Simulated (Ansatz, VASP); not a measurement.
TaN: VASP beside Ansatz

INCAR

```
SYSTEM = TaN
  PREC = Accurate
  ENCUT = 520
  EDIFF = 1E-7
  ISMEAR = 0
  SIGMA = 0.02
  LREAL = .False.
  LASPH = .True.
  NELM = 60
  ALGO = Normal
  ISIF = 2
  LWAVE = .False.
  LCHARG = .False.
  GGA = PE
  NBANDS = 15
```

KPOINTS

```
regular mesh
0
Gamma
  18 18 18
  0 0 0
```

Contents of POSCAR:

```
TaN
1.0
    0.0000000000      2.0428125000      2.1790000000
    2.3151875000      0.0000000000      2.1790000000
    2.3151875000      2.0428125000      0.0000000000
Ta N
1 1
Direct
    0.5000000000      0.5000000000      0.5000000000
    0.0000000000      0.0000000000      0.0000000000
```

Input for Ansatz:

```yaml
crystal:
  lattice:
    - [0.0, 2.0428125, 2.179]
    - [2.3151875, 0.0, 2.179]
    - [2.3151875, 2.0428125, 0.0]
  atoms:
    - { symbol: Ta, position: [0.5, 0.5, 0.5] }
    - { symbol: "N", position: [0.0, 0.0, 0.0] }
basis:
  ecutwfc: 420
kpoints:
  mp_grid: { grid: [18, 18, 18] }
hamiltonian:
  xc: pbe
scf:
  occupations: { method: gaussian, width: 0.02 }
output:
  forces: true
  stress: true
  eigenvalues: true
```

Change from the starting cell: strain +0.0625 x Voigt [1, -1, 0, 0, 0, 0], atoms carried along.

Alike in both runs: task single point; functional PBE; k mesh 18 × 18 × 18; occupations gaussian, width 0.02 eV; no spin polarisation.

```csv
,VASP,Ansatz
version,VASP 6.6.1,Ansatz 0.2.0
potentials or method,"VASP PAW PBE potentials, release 64 (Ta_pv, N), cutoff 520 eV","scalar-relativistic, plane waves, PAW"
valence electrons in the cell,16,18
```

Ansatz gave:

```
gap on the k mesh at the Fermi level (eV)                     : none
pressure (GPa)                                                : 27.1
traceless stress, the component that is largest in VASP (GPa) : 45.80
```

Task: Which values does VASP return?

Result: gap on the k mesh at the Fermi level (eV): none; pressure (GPa): 28.2; traceless stress, the component that is largest in VASP (GPa): 46.25.

A gap of «none» marks a metal or a gap that the smearing closes. The functional is the same, so the differences come from potentials, cutoffs and numerics. VASP's potentials hold 16 valence electrons a cell and Ansatz's 18, so a difference there can come from the potentials and not from the codes.

Neither program's run includes spin-orbit coupling.
